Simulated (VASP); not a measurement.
# SrMg (R-3m) in VASP: further runs

SrMg is run at these levels: LDA; tasks: single point.

Everything below comes from runs of VASP 6.6.1. Logs are shortened: lines on timing, memory, paths and dates and some standing lists are left out, and cuts for length are marked.

## Step 1: The cell of the first run

The structure is trigonal, space group R-3m (No. 166). The conventional cell has a = 5.488 Å, b = 5.488 Å, c = 6.823 Å, α = 90.00°, β = 90.00°, γ = 120.00°. Sr (site symmetry -3m) has 8 Mg at 3.37 to 3.41 Å and 6 Sr at 3.90 Å within 4.4 Å. Mg (site symmetry -3m) has 8 Sr at 3.37 to 3.41 Å and 6 Mg at 3.90 Å within 4.4 Å.

## Step 2: Single point, LDA (equal xy, yz and zx shear strains of +1 %)

Contents of INCAR:

```
SYSTEM = SrMg
PREC = Accurate
ENCUT = 520
EDIFF = 1E-6
ISMEAR = -1
SIGMA = 0.05
LREAL = .FALSE.
LASPH = .TRUE.
NELM = 80
ALGO = Normal
ISIF = 2
LWAVE = .FALSE.
LCHARG = .TRUE.
LELF = .TRUE.
LVHAR = .TRUE.
NBANDS = 13
```

Contents of KPOINTS:

```
Automatic mesh
0
G
  9 9 9
  0 0 0
```

Contents of POSCAR:

```
SrMg
1.0
    3.9000000000      0.0195000000      0.0195000000
    0.0195000000      3.9000000000      0.0195000000
    0.0195000000      0.0195000000      3.9000000000
Sr Mg
1 1
Direct
    0.5000000000      0.5000000000      0.5000000000
    0.0000000000      0.0000000000      0.0000000000
```

Potentials or basis: VASP PAW LDA potentials, release 64 (Sr_sv, Mg).

On the command line:

```console
$ cat potpaw_LDA.64/Sr_sv/POTCAR potpaw_LDA.64/Mg/POTCAR > POTCAR
$ mpirun -np 1 vasp_std > vasp.out
```

OUTCAR:

```text
SYSTEM = SrMg
   PREC = Accurate
   ENCUT = 520
   EDIFF = 1E-6
   ISMEAR = -1
   LREAL = .FALSE.
   LASPH = .TRUE.
   NELM = 80
   ISIF = 2

 ion  position               nearest neighbor table
   1  0.500  0.500  0.500-   2 3.37   2 3.37   2 3.37   2 3.37   2 3.37   2 3.37   2 3.41   2 3.41

   2  0.000  0.000  0.000-   1 3.37   1 3.37   1 3.37   1 3.37   1 3.37   1 3.37   1 3.41   1 3.41

  LATTYP: Found a trigonal (rhomboedric) cell.
 ALAT       =     3.9000974988
 COS(alpha) =     0.0100244988

  Lattice vectors:

 A1 = (   3.9000000000,   0.0195000000,   0.0195000000)
 A2 = (   0.0195000000,   3.9000000000,   0.0195000000)
 A3 = (   0.0195000000,   0.0195000000,   3.9000000000)

Analysis of symmetry for initial positions (statically):
=====================================================================
 Subroutine PRICEL returns:
 Original cell was already a primitive cell.

 Routine SETGRP: Setting up the symmetry group for a
 trigonal (rhombohedral) supercell.

 Subroutine GETGRP returns: Found 12 space group operations
 (whereof 12 operations were pure point group operations)
 out of a pool of 12 trial point group operations.

The static configuration has the point symmetry D_3d.

Analysis of symmetry for dynamics (positions and initial velocities):
=====================================================================
 Subroutine PRICEL returns:
 Original cell was already a primitive cell.

 Routine SETGRP: Setting up the symmetry group for a
 trigonal (rhombohedral) supercell.

 Subroutine GETGRP returns: Found 12 space group operations
 (whereof 12 operations were pure point group operations)
 out of a pool of 12 trial point group operations.

The dynamic configuration has the point symmetry D_3d.

 Subroutine INISYM returns: Found 12 space group operations
 (whereof 12 operations are pure point group operations),
 and found     1 'primitive' translations

----------------------------------------------------------------------------------------

                                     Primitive cell

  volume of cell :      59.3146

  direct lattice vectors                    reciprocal lattice vectors
     3.900000000  0.019500000  0.019500000     0.256423014 -0.001275736 -0.001275736
     0.019500000  3.900000000  0.019500000    -0.001275736  0.256423014 -0.001275736
     0.019500000  0.019500000  3.900000000    -0.001275736 -0.001275736  0.256423014

  length of vectors
     3.900097499  3.900097499  3.900097499     0.256429361  0.256429361  0.256429361

  position of ions in fractional coordinates (direct lattice)
     0.500000000  0.500000000  0.500000000
     0.000000000  0.000000000  0.000000000

  ion indices of the primitive-cell ions
   primitive index   ion index
                 1           1
                 2           2

----------------------------------------------------------------------------------------

 KPOINTS: Automatic mesh

Automatic generation of k-mesh.
 Grid dimensions read from file:
 generate k-points for:    9    9    9

 Generating k-lattice:

  Cartesian coordinates                     Fractional coordinates (reciprocal lattice)
     0.028491446 -0.000141748 -0.000141748     0.111111111  0.000000000  0.000000000
    -0.000141748  0.028491446 -0.000141748     0.000000000  0.111111111  0.000000000
    -0.000141748 -0.000141748  0.028491446     0.000000000  0.000000000  0.111111111

  Length of vectors
     0.028492151  0.028492151  0.028492151

  Shift w.r.t. Gamma in fractional coordinates (k-lattice)
     0.000000000  0.000000000  0.000000000

 Subroutine IBZKPT returns following result:
 ===========================================

 Found     85 irreducible k-points:

 Following reciprocal coordinates:
            Coordinates               Weight
  0.000000  0.000000  0.000000      1.000000
  0.111111  0.000000  0.000000      6.000000
  0.222222 -0.000000  0.000000      6.000000
  0.333333  0.000000  0.000000      6.000000
  0.444444 -0.000000  0.000000      6.000000
  0.111111  0.111111  0.000000      6.000000
[... 16 lines left out ...]
 -0.333333  0.333333  0.000000      6.000000
  0.444444  0.444444  0.000000      6.000000
 [... further k-points ...]
   k-points           NKPTS =     85   k-points in BZ     NKDIM =     85   number of bands    NBANDS=     13
   number of dos      NEDOS =    301   number of ions     NIONS =      2
   total plane-waves  NPLWV =  27000
   dimension x,y,z NGX =    30 NGY =   30 NGZ =   30
   dimension x,y,z NGXF=    60 NGYF=   60 NGZF=   60
   ions per type =               1   1
   NGX,Y,Z   is equivalent  to a cutoff of  12.79, 12.79, 12.79 a.u.
   NGXF,Y,Z  is equivalent  to a cutoff of  25.58, 25.58, 25.58 a.u.
 SYSTEM =  SrMg
   PREC   = accura    normal or accurate (medium, high low for compatibility)
   ISTART =      0    job   : 0-new  1-cont  2-samecut
   ICHARG =      2    charge: 1-file 2-atom 10-const
   ISPIN  =      1    spin polarized calculation?
   LNONCOLLINEAR =      F non collinear calculations
   LSORBIT =      F    spin-orbit coupling
   LASPH  =      T    aspherical Exc in radial PAW
   ENCUT  =  520.0 eV  38.22 Ry    6.18 a.u.   7.25  7.25  7.25*2*pi/ulx,y,z
   NELM   =     80;   NELMIN=  2; NELMDL= -5     # of ELM steps
   EDIFF  = 0.1E-05   stopping-criterion for ELM
   LREAL  =      F    real-space projection
   EDIFFG = 0.1E-04   stopping-criterion for IOM
   NSW    =      0    number of steps for IOM
   IBRION =     -1    ionic relax: 0-MD 1-quasi-New 2-CG
   NFREE  =      0    steps in history (QN), initial steepest desc. (CG)
   ISIF   =      2    stress and relaxation
   ISYM   =      2    0-nonsym 1-usesym 2-fastsym
   POTIM  = 0.5000    time-step for ionic-motion
   TEBEG  =    0.0;   TEEND  =   0.0 temperature during run
   PSTRESS=    0.0 pullay stress
   NELECT =      12.0000    total number of electrons
   NUPDOWN=      -1.0000    fix difference up-down
   EMIN   =  10.00;   EMAX   =-10.00  energy-range for DOS
   EFERMI =   0.00;   METHOD = LEGACY
   ISMEAR =    -1;   SIGMA  =   0.05  broadening in eV -4-tet -1-fermi 0-gaus
   EFERMI_NEDOS =   21; number of points for ismear=-14 and -15
   IALGO  =     38    algorithm
   IMIX   =      4    mixing-type and parameters
     AMIX     =   0.40;   BMIX     =  1.00
     AMIX_MAG =   1.60;   BMIX_MAG =  1.00
  volume/ion in A,a.u.               =      29.66       200.14
  Fermi-wavevector in a.u.,A,eV,Ry     =   0.961055  1.816130 12.566698  0.923626
  Thomas-Fermi vector in A             =   2.090393
   LORBIT       =      0    0 simple, 1 ext, 2 COOP (PROOUT), +10 PAW based schemes
   GGA     = CA    functional components
   LHFCALC =     F    Hartree Fock is set to
   AEXX    =    0.0000 exact exchange contribution
   IVDW    =     0    specifies the selected vdW correction
   LEPSILON=     F    determine dielectric tensor
   LRPA    =     F    only Hartree local field effects (RPA)
 non-spin polarized calculation
  energy-cutoff  :      520.00
  volume of cell :       59.31
 maximum number of plane-waves:      1612
 NGX is ok and might be reduce to    30
   NGX = 15   NGY = 15   NGZ = 15

 number of electron      12.0000000 magnetization

 Free energy of the ion-electron system (eV)
  ---------------------------------------------------
  ext. energy  EPLUGINS =         0.00000000
  ---------------------------------------------------
  free energy    TOTEN  =        -3.84703432 eV

  energy without entropy =       -3.83538419  energy(sigma->0) =       -3.84120926

 E-fermi :   2.6176     XC(G=0):  -8.8558

 val. band max:        2.6137328023   @ k =  -0.3333   0.4444   0.2222
 cond. band min:       2.6299313646   @ k =   0.2222  -0.0000   0.0000
 fundamental gap:      0.0161985623
 Fermi energy:         2.6176151897

 k-point     1 :       0.0000    0.0000    0.0000
  band No.  band energies     occupation
      1     -32.7893      2.00000
      2     -14.8428      2.00000
      3     -14.8428      2.00000
      4     -14.8331      2.00000
      5      -2.6459      2.00000
      6       3.2185      0.00001
      7       3.2185      0.00001
      8       7.0665      0.00000
      9       7.0665      0.00000
     10       7.0678      0.00000
     11       7.6478      0.00000
     12       7.6478      0.00000
     13       7.7249      0.00000

 k-point     2 :       0.1111    0.0000    0.0000
  band No.  band energies     occupation
      1     -32.7872      2.00000
      2     -14.8773      2.00000
      3     -14.8395      2.00000
      4     -14.8326      2.00000
      5      -2.4892      2.00000
      6       3.1214      0.00008
      7       3.3050      0.00000
      8       6.4608      0.00000
      9       6.5007      0.00000
     10       6.8136      0.00000
     11       7.7186      0.00000
     12       8.2852      0.00000
     13       8.2881      0.00000

 k-point     3 :       0.2222   -0.0000    0.0000
  band No.  band energies     occupation
      1     -32.7819      2.00000
      2     -14.9697      2.00000
      3     -14.8311      2.00000
      4     -14.8247      2.00000
      5      -2.0377      2.00000
      6       2.6299      0.87746
      7       3.5495      0.00000
      8       5.7547      0.00000
      9       5.8140      0.00000
     10       6.8022      0.00000
     11       7.8389      0.00000
     12       9.0721      0.00000
     13       9.1102      0.00000

 k-point     4 :       0.3333    0.0000    0.0000
  band No.  band energies     occupation
      1     -32.7759      2.00000
      2     -15.0722      2.00000
      3     -14.8216      2.00000
      4     -14.8153      2.00000
      5      -1.3372      2.00000
      6       1.6922      2.00000
      7       3.8911      0.00000
      8       5.2333      0.00000
      9       5.2999      0.00000
     10       7.5697      0.00000
     11       7.9862      0.00000
     12       8.7855      0.00000
     13       9.8209      0.00000

 k-point     5 :       0.4444   -0.0000    0.0000
  band No.  band energies     occupation
      1     -32.7719      2.00000
      2     -15.1376      2.00000
      3     -14.8153      2.00000
      4     -14.8091      2.00000
      5      -0.4424      2.00000
      6       0.6077      2.00000
      7       4.1754      0.00000
      8       4.9611      0.00000
      9       5.0280      0.00000
     10       8.0792      0.00000
     11       8.0899      0.00000
     12       8.7722      0.00000
     13      10.4082      0.00000
[... 257 lines left out ...]
 k-point    22 :      -0.4444    0.3333    0.0000
  band No.  band energies     occupation
      1     -32.7590      2.00000
      2     -15.1008      2.00000
      3     -15.0286      2.00000
      4     -14.7917      2.00000
      5       0.0679      2.00000
      6       1.6315      2.00000
      7       3.0945      0.00014
      8       4.2149      0.00000
      9       5.5832      0.00000
     10       6.1922      0.00000
     11       8.6225      0.00000
     12       9.0891      0.00000
     13      10.1240      0.00000

 k-point    23 :      -0.3333    0.3333    0.0000
  band No.  band energies     occupation
      1     -32.7628      2.00000
      2     -15.0447      2.00000
      3     -15.0328      2.00000
      4     -14.7978      2.00000
      5      -0.3661      2.00000
      6       2.0059      1.99999
      7       2.8874      0.00903
      8       4.6199      0.00000
      9       5.6523      0.00000
     10       6.2150      0.00000
     11       8.2438      0.00000
     12       8.4595      0.00000
     13      10.6627      0.00000

 k-point    24 :       0.4444    0.4444    0.0000
  band No.  band energies     occupation
      1     -32.7552      2.00000
      2     -15.0902      2.00000
      3     -15.0890      2.00000
      4     -14.7857      2.00000
      5       0.1586      2.00000
      6       2.2924      1.99701
      7       2.8939      0.00794
      8       3.5383      0.00000
      9       5.8126      0.00000
     10       5.9010      0.00000
     11       9.1648      0.00000
     12       9.2910      0.00000
     13       9.4989      0.00000

 [... further k-points ...]
[... 5 lines left out ...]
  --------------------------------------------------------------------------------------
  -------------------------------------------------------------------------------------
  Total        1.2197336      1.2197336      1.2197336     -0.1129394     -0.1129394     -0.1129394
  in kB       32.9468748     32.9468748     32.9468748     -3.0506670     -3.0506670     -3.0506670
  external PRESSURE =      32.9468748 kB  Pullay stress =       0.0000000 kB

 VOLUME and BASIS-vectors are now :
 -----------------------------------------------------------------------------
  energy-cutoff  :      520.00
  volume of cell :       59.31
      direct lattice vectors                 reciprocal lattice vectors
     3.900000000  0.019500000  0.019500000     0.256423014 -0.001275736 -0.001275736
     0.019500000  3.900000000  0.019500000    -0.001275736  0.256423014 -0.001275736
     0.019500000  0.019500000  3.900000000    -0.001275736 -0.001275736  0.256423014

 POSITION                                       TOTAL-FORCE (eV/Angst)
 -----------------------------------------------------------------------------------
      1.96950      1.96950      1.96950         0.000000     -0.000000      0.000000
      0.00000      0.00000      0.00000        -0.000000      0.000000      0.000000
 -----------------------------------------------------------------------------------
    total drift:                                0.000000      0.000000      0.000000

  FREE ENERGIE OF THE ION-ELECTRON SYSTEM (eV)
  ---------------------------------------------------
  free  energy   TOTEN  =        -3.8470343245 eV

  energy  without entropy=       -3.8353841910  energy(sigma->0) =       -3.84120926
```

It took 66 s on 1 thread of Intel Xeon Platinum 8375C at 2.90GHz (Ice Lake), shared host; peak memory 0.2 GiB.

What came out:

```
Free energy            : -3.8470 eV
Pressure               : 3.3 GPa
Band gap on the k mesh : zero (band 6 reaches 3.25 eV, above the bottom of band 7 at 1.88 eV)
```

Caveat: the cell differs from its parent crystal (equal xy, yz and zx shear strains of +1 %).

## Step 3: Single point, LDA (equal xy, yz and zx shear strains of +2 %)

Contents of INCAR:

```
PREC     = Accurate       # precision mode
ENCUT    = 520            # plane-wave cutoff, eV
EDIFF    = 1E-6           # SCF threshold, eV
ISMEAR   = -1             # smearing method
SIGMA    = 0.05           # smearing width, eV
LREAL    = F              # projectors in reciprocal space
LASPH    = T              # aspherical terms in the spheres
NELM     = 60             # most SCF steps
ALGO     = Normal         # electronic algorithm
ISIF     = 2              # what is computed and relaxed
LWAVE    = F              # write WAVECAR
LCHARG   = F              # write CHGCAR
GGA      = CA             # functional
NBANDS   = 13             # bands
```

Contents of KPOINTS:

```
Automatic mesh
0
Gamma
  9 9 9
```

Contents of POSCAR:

```
SrMg
1.0
    3.9000000000      0.0390000000      0.0390000000
    0.0390000000      3.9000000000      0.0390000000
    0.0390000000      0.0390000000      3.9000000000
Sr Mg
1 1
Direct
    0.5000000000      0.5000000000      0.5000000000
    0.0000000000      0.0000000000      0.0000000000
```

Potentials or basis: VASP PAW LDA potentials, release 64 (Sr_sv, Mg).

On the command line:

```console
$ cat potpaw_LDA.64/Sr_sv/POTCAR potpaw_LDA.64/Mg/POTCAR > POTCAR
$ mpirun -np 1 vasp_std > vasp.out
```

OUTCAR:

```text
PREC = Accurate
   ENCUT = 520
   EDIFF = 1E-6
   ISMEAR = -1
   LREAL = F
   LASPH = T
   NELM = 60
   ISIF = 2
   GGA = CA

 ion  position               nearest neighbor table
   1  0.500  0.500  0.500-   2 3.36   2 3.36   2 3.36   2 3.36   2 3.36   2 3.36   2 3.45   2 3.45

   2  0.000  0.000  0.000-   1 3.36   1 3.36   1 3.36   1 3.36   1 3.36   1 3.36   1 3.45   1 3.45

  LATTYP: Found a trigonal (rhomboedric) cell.
 ALAT       =     3.9003899805
 COS(alpha) =     0.0200959808

  Lattice vectors:

 A1 = (   3.9000000000,   0.0390000000,   0.0390000000)
 A2 = (   0.0390000000,   3.9000000000,   0.0390000000)
 A3 = (   0.0390000000,   0.0390000000,   3.9000000000)

Analysis of symmetry for initial positions (statically):
=====================================================================
 Subroutine PRICEL returns:
 Original cell was already a primitive cell.

 Routine SETGRP: Setting up the symmetry group for a
 trigonal (rhombohedral) supercell.

 Subroutine GETGRP returns: Found 12 space group operations
[... 176 lines left out ...]
      3     -14.8459      2.00000
      4     -14.8275      2.00000
      5      -2.6451      2.00000
      6       3.2206      0.00001
      7       3.2206      0.00001
      8       7.0690      0.00000
      9       7.0690      0.00000
     10       7.0740      0.00000
     11       7.6142      0.00000
     12       7.6142      0.00000
     13       7.7655      0.00000
[... 354 lines left out ...]
  band No.  band energies     occupation
      1     -32.7552      2.00000
      2     -15.0905      2.00000
      3     -15.0888      2.00000
      4     -14.7860      2.00000
      5       0.1539      2.00000
      6       2.2831      1.99745
      7       2.9372      0.00326
      8       3.5153      0.00000
      9       5.8088      0.00000
     10       5.9068      0.00000
     11       9.1612      0.00000
     12       9.2746      0.00000
     13       9.4921      0.00000

 [... further k-points ...]

------------------------ aborting loop because EDIFF is reached ----------------------------------------

  FORCE on cell =-STRESS in cart. coord.  units (eV):
  Direction    XX          YY          ZZ          XY          YZ          ZX
  --------------------------------------------------------------------------------------
  -------------------------------------------------------------------------------------
  Total        1.2325348      1.2325348      1.2325348     -0.2221701     -0.2221701     -0.2221701
  in kB       33.3000881     33.3000881     33.3000881     -6.0024955     -6.0024955     -6.0024955
  external PRESSURE =      33.3000881 kB  Pullay stress =       0.0000000 kB

 VOLUME and BASIS-vectors are now :
 -----------------------------------------------------------------------------
  energy-cutoff  :      520.00
  volume of cell :       59.30
      direct lattice vectors                 reciprocal lattice vectors
     3.900000000  0.039000000  0.039000000     0.256461041 -0.002539218 -0.002539218
     0.039000000  3.900000000  0.039000000    -0.002539218  0.256461041 -0.002539218
     0.039000000  0.039000000  3.900000000    -0.002539218 -0.002539218  0.256461041

 POSITION                                       TOTAL-FORCE (eV/Angst)
 -----------------------------------------------------------------------------------
      1.98900      1.98900      1.98900        -0.000000      0.000000      0.000000
      0.00000      0.00000      0.00000         0.000000     -0.000000      0.000000
 -----------------------------------------------------------------------------------
    total drift:                                0.000000      0.000000      0.000000

  FREE ENERGIE OF THE ION-ELECTRON SYSTEM (eV)
  ---------------------------------------------------
  free  energy   TOTEN  =        -3.8417630337 eV

  energy  without entropy=       -3.8302009102  energy(sigma->0) =       -3.83598197
```

It took 61 s on 1 thread of Intel Xeon Platinum 8375C at 2.90GHz (Ice Lake), shared host; peak memory 0.2 GiB.

What came out:

```yaml
Free_energy: -3.8418 eV
Pressure: 3.3 GPa
Band_gap_on_the_k_mesh: zero (band 6 reaches 3.26 eV, above the bottom of band 7 at 1.89 eV)
```

Caveat: the cell differs from its parent crystal (equal xy, yz and zx shear strains of +2 %).
